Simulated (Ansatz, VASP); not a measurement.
One calculation of LiBr, two programs

```
Li Br
1.0
     2.55817    2.55817    0.00000
    -2.55817    2.55817    0.00000
     0.00000    2.55817    2.55817
Li Br
1 1
Cartesian
  0.0000 0.0000 0.0000
  0.0000 2.5582 0.0000
```

Alike in both runs: task single point; functional PBEsol; k mesh 8 × 8 × 8; non-collinear spin, spin-orbit coupling.

```csv
,VASP,Ansatz
version,VASP 6.6.1,Ansatz 0.2.0
potentials or method,"VASP PAW PBE potentials, release 64 (Li_sv, Br), cutoff 750 eV",all-electron LAPW
occupations,"gaussian, width 0.01 eV",fixed
```

```csv
,VASP,Ansatz,Ansatz less VASP
pressure (GPa),7.0,7.0,-0.03
```

VASP's potentials were made for PBE, not for PBEsol. Ansatz ran all-electron here, and VASP with PAW potentials.
